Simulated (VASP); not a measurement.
Input of a VASP 6.6.1 run:

Contents of INCAR:

```
  PREC = Accurate
  ENCUT = 520
  EDIFF = 1E-6
  ISMEAR = 0
  SIGMA = 0.1
  LREAL = F
  LASPH = T
  NELM = 80
  ALGO = Normal
  ISIF = 2
  LWAVE = F
  LCHARG = F
  GGA = PE
  NBANDS = 31
```

Contents of KPOINTS:

```
Automatic mesh
0
Gamma
  12 12 6
```

POSCAR

```
AlIn2Sb3
1.0
    5.4055337248      0.0000000000      0.0000000000
   -2.7027668624      4.6813295267      0.0000000000
    0.0000000000      0.0000000000      6.3130726638
Al In Sb
1 2 3
Direct
    0.0000000000      0.0000000000      0.0000000000
    0.6666666667      0.3333333333      0.2461301912
    0.6666666667      0.3333333333      0.7538698088
    0.0000000000      0.0000000000      0.5000000000
    0.3333333333      0.6666666667      0.0000000000
    0.3333333333      0.6666666667      0.5000000000
```

Potentials or basis: VASP PAW PBE potentials, release 64 (Al, In_d, Sb).

Command:

```sh
$ cat potpaw_PBE.64/Al/POTCAR potpaw_PBE.64/In_d/POTCAR potpaw_PBE.64/Sb/POTCAR > POTCAR
$ mpirun -np 1 vasp_std > vasp.out
```

**Question.** Predict the band gap on the k mesh.

**Answer.** Zero (bands 22 and 23 overlap by 2.47 eV).

**Question.** What does it give for the pressure?

**Answer.** 0.0 GPa.

Caveat: spin-orbit coupling is left out, which moves the levels of the heavy elements.
